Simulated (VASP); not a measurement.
# TiO2 (I4_1/amd) in VASP: notebook, part 2 of 2

VASP 6.6.1. Earlier steps stand in the parts before.

## (3) Single point, PBE

This run uses another cell than the first one, of 11.41 Å³/atom.

INCAR

```
ALGO = Normal
EDIFF = 1E-6
ENCUT = 520
GGA = PE
ISIF = 2
ISMEAR = -1
LASPH = True
LCHARG = False
LREAL = False
LWAVE = False
NBANDS = 33
NELM = 80
PREC = Accurate
SIGMA = 0.05
```

KPOINTS

```
k-points
0
Gamma
  8 8 8
```

POSCAR

```
TiO2
1.0
   -1.8921000000      1.8921000000      4.7810865000
    1.8921000000     -1.8921000000      4.7810865000
    1.8921000000      1.8921000000     -4.7810865000
Ti O
2 4
Direct
    0.0000000000      0.0000000000      0.0000000000
    0.7500000000      0.2500000000      0.5000000000
    0.2081000000      0.2081000000      0.0000000000
    0.9581000000      0.4581000000      0.5000000000
    0.5419000000      0.0419000000      0.5000000000
    0.7919000000      0.7919000000      0.0000000000
```

Potentials or basis: VASP PAW PBE potentials, release 64 (Ti_sv, O).

The run is started by

```
cat potpaw_PBE.64/Ti_sv/POTCAR potpaw_PBE.64/O/POTCAR > POTCAR
mpirun -np 1 vasp_std > vasp.out
```

OUTCAR:

```text
EDIFF = 1E-6
   ENCUT = 520
   GGA = PE
   ISIF = 2
   ISMEAR = -1
   LASPH = True
   LREAL = False
   NELM = 80
   PREC = Accurate

 ion  position               nearest neighbor table
   1  0.000  0.000  0.000-   5 1.93   4 1.93   5 1.93   4 1.93   3 1.99   6 1.99
   2  0.750  0.250  0.500-   6 1.93   3 1.93   6 1.93   3 1.93   4 1.99   5 1.99
   3  0.208  0.208  0.000-   2 1.93   2 1.93   1 1.99
   4  0.958  0.458  0.500-   1 1.93   1 1.93   2 1.99
   5  0.542  0.042  0.500-   1 1.93   1 1.93   2 1.99
   6  0.792  0.792  0.000-   2 1.93   2 1.93   1 1.99

[... 1072 lines left out ...]
  -------------------------------------------------------------------------------------
  Total        2.0093097      2.0093097      2.0315196      0.0000000      0.0000000      0.0000000
  in kB       47.0200072     47.0200072     47.5397435      0.0000000      0.0000000      0.0000000
  external PRESSURE =      47.1932526 kB  Pullay stress =       0.0000000 kB

 VOLUME and BASIS-vectors are now :
 -----------------------------------------------------------------------------
  energy-cutoff  :      520.00
  volume of cell :       68.47
      direct lattice vectors                 reciprocal lattice vectors
    -1.892100000  1.892100000  4.781086500     0.000000000  0.264256646  0.104578740
     1.892100000 -1.892100000  4.781086500     0.264256646  0.000000000  0.104578740
     1.892100000  1.892100000 -4.781086500     0.264256646  0.264256646  0.000000000

 POSITION                                       TOTAL-FORCE (eV/Angst)
 -----------------------------------------------------------------------------------
      0.00000      0.00000      0.00000         0.000000      0.000000      0.000000
      0.00000      1.89210      2.39054         0.000000      0.000000     -0.000000
      0.00000      0.00000      1.98989         0.000000     -0.000000      0.030412
      0.00000      1.89210      4.38043        -0.000000      0.000000      0.030412
      0.00000      1.89210      0.40066        -0.000000      0.000000     -0.030412
      0.00000      0.00000      7.57228         0.000000     -0.000000     -0.030412
 -----------------------------------------------------------------------------------
    total drift:                                0.000000      0.000000      0.000000

  FREE ENERGIE OF THE ION-ELECTRON SYSTEM (eV)
  ---------------------------------------------------
  free  energy   TOTEN  =       -53.8385365602 eV

  energy  without entropy=      -53.8385365602  energy(sigma->0) =      -53.83853656
```

Wall time 5.4 min (1 thread of Intel Xeon Platinum 8488C (Sapphire Rapids), shared host); peak memory 0.31 GiB.

What came out:

```yaml
Free_energy: -53.8385 eV
Pressure: 4.7 GPa
Largest_force: 0.030 eV/Å
Band_gap_on_the_k_mesh: 2.13 eV (least direct gap 2.44 eV)
```

Forces on the atoms (eV/Å):
```
Ti   0.000  0.000  0.000
Ti   0.000  0.000  0.000
O    0.000  0.000  0.030
O    0.000  0.000  0.030
O    0.000  0.000 -0.030
O    0.000  0.000 -0.030
```

Levels at points of the mesh, in eV from the valence-band top:
| k point | band 22 | band 23 | band 24 | band 25 | band 26 | band 27 |
| --- | --- | --- | --- | --- | --- | --- |
| (0.00, 0.00, 0.00) | -0.75 | -0.43 | -0.43 | 2.13 | 2.85 | 3.99 |
| (0.50, 0.00, 0.00) | -0.91 | -0.82 | -0.62 | 3.25 | 3.56 | 3.56 |
| (0.50, 0.50, 0.00) | -2.03 | 0.00 | 0.00 | 3.34 | 3.34 | 3.81 |
| (0.50, 0.50, 0.50) | -1.24 | -0.09 | -0.09 | 2.48 | 2.48 | 3.77 |

Caveat: the cell stands under pressure.

## (4) Single point, PBE

This run uses another cell than the first one, of 11.47 Å³/atom.

INCAR

```
SYSTEM = TiO2
PREC = Accurate
ENCUT = 520
EDIFF = 1E-7
ISMEAR = -1
SIGMA = 0.05
LREAL = .False.
LASPH = .True.
NELM = 100
ALGO = Normal
ISIF = 2
LWAVE = .False.
LCHARG = .True.
GGA = PE
LELF = .True.
LVHAR = .True.
NBANDS = 33
```

KPOINTS

```
Automatic mesh
0
Gamma
  8 8 8
  0 0 0
```

Changes to POSCAR since step 3:

```diff
@@ -2,5 +2,5 @@
 1.0
-   -1.8921000000      1.8921000000      4.7810865000
-    1.8921000000     -1.8921000000      4.7810865000
-    1.8921000000      1.8921000000     -4.7810865000
+   -1.8921000000      1.8921000000      4.8048730000
+    1.8921000000     -1.8921000000      4.8048730000
+    1.8921000000      1.8921000000     -4.8048730000
 Ti O
```

The run is started by

```
cat potpaw_PBE.64/Ti_sv/POTCAR potpaw_PBE.64/O/POTCAR > POTCAR
mpirun -np 1 vasp_std > vasp.out
```

Wall time 5.3 min (1 thread of Intel Xeon Platinum 8488C (Sapphire Rapids), shared host); peak memory 0.31 GiB.

It converged, with:

| Property | Result |
| --- | --- |
| Free energy | -53.8470 eV |
| Pressure | 3.6 GPa |
| Largest force | 0.058 eV/Å |
| Band gap on the k mesh | 2.12 eV (least direct gap 2.44 eV) |

Forces in eV/Å, atoms in the order of the input:
```
Ti   0.000  0.000  0.000
Ti   0.000  0.000  0.000
O    0.000  0.000 -0.058
O    0.000  0.000 -0.058
O    0.000  0.000  0.058
O    0.000  0.000  0.058
```

Stress tensor (GPa, compression positive):
```
3.98 0.00 0.00
0.00 3.98 0.00
0.00 0.00 2.80
```

Levels at points of the mesh, in eV from the valence-band top:
| k point | band 20 | band 21 | band 22 | band 23 | band 24 | band 25 | band 26 | band 27 | band 28 | band 29 |
| --- | --- | --- | --- | --- | --- | --- | --- | --- | --- | --- |
| (0.00, 0.00, 0.00) | -0.78 | -0.78 | -0.77 | -0.43 | -0.43 | 2.12 | 2.82 | 3.96 | 3.96 | 3.99 |
| (0.50, 0.00, 0.00) | -1.92 | -1.91 | -0.91 | -0.85 | -0.63 | 3.24 | 3.53 | 3.54 | 3.62 | 4.26 |
| (0.50, 0.50, 0.00) | -2.61 | -2.04 | -2.04 | -0.01 | -0.01 | 3.30 | 3.30 | 3.78 | 3.78 | 4.87 |
| (0.50, 0.50, 0.50) | -1.33 | -1.25 | -1.25 | -0.10 | -0.10 | 2.46 | 2.46 | 3.74 | 3.74 | 4.23 |

Caveat: the cell stands under pressure.

## (5) The runs side by side

| cell | gap on the mesh (eV) | pressure (GPa) | largest force (eV/Å) |
| --- | --- | --- | --- |
| a = 5.458 Å, angles 139.4, 139.4, 58.7°, 6 atoms | 2.14 | 5.9 | 0.12 |
| a = 5.479 Å, angles 139.6, 139.6, 58.5°, 6 atoms | 2.13 | 4.7 | 0.03 |
| a = 5.500 Å, angles 139.8, 139.8, 58.2°, 6 atoms | 2.12 | 3.6 | 0.06 |

Alike in all rows: task single point; level PBE; potentials or basis VASP PAW PBE potentials, release 64 (Ti_sv, O); no spin polarisation; k mesh 8 × 8 × 8; cutoff (eV) 520; smearing fermi-dirac 0.05 eV.

Caveats: the cell stands under pressure.

Absolute energies hang on the potentials; compare differences alone.
